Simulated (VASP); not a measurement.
Write the native input for VASP 6.6.1 that does the following.

```
Task                   : single point
Functional             : LDA
Potentials or basis    : VASP PAW LDA potentials, release 64 (Mo_sv, Pt)
Cutoff                 : 520 eV
k mesh                 : 6 × 6 × 6
Occupations            : fermi-dirac, width 0.1 eV
Spin                   : no spin polarisation
Dipole correction      : no
Further INCAR settings : ALGO = Normal; EDIFF = 1e-06; NBANDS = 34
```

The structure of Mo3Pt lies in POSCAR:

```
Mo3Pt
1.0
    3.9473081897      0.0000000000      0.0000000000
    0.0000000000      3.9473081897      0.0000000000
    0.0000000000      0.0000000000      3.9473081897
Mo Pt
3 1
Direct
    0.0000000000      0.5000000000      0.5000000000
    0.5000000000      0.0000000000      0.5000000000
    0.5000000000      0.5000000000      0.0000000000
    0.0000000000      0.0000000000      0.0000000000
```

One way to write it, as run:

INCAR

```
PREC = Accurate
ENCUT = 520
EDIFF = 1E-6
ISMEAR = -1
SIGMA = 0.1
LREAL = False
LASPH = True
NELM = 100
ALGO = Normal
ISIF = 2
LWAVE = False
LCHARG = False
GGA = CA
NBANDS = 34
```

KPOINTS

```
regular mesh
0
Gamma
  6 6 6
```

Potentials or basis: VASP PAW LDA potentials, release 64 (Mo_sv, Pt).

Command:

```sh
$ cat potpaw_LDA.64/Mo_sv/POTCAR potpaw_LDA.64/Pt/POTCAR > POTCAR
$ mpirun -np 1 vasp_std > vasp.out
```

Results of the run:

```json
{
  "Pressure": "-8.6 GPa",
  "Band gap on the k mesh": "zero (band 26 reaches 14.89 eV, above the bottom of band 27 at 11.46 eV)"
}
```

Caveat: spin-orbit coupling is left out, which moves the levels of the heavy elements.

Wall time 29 s on 1 thread of Intel(R) Xeon(R) Platinum 8259CL CPU @ 2.50GHz (Skylake/Cascade Lake), on a shared host, peak memory 0.17 GiB.
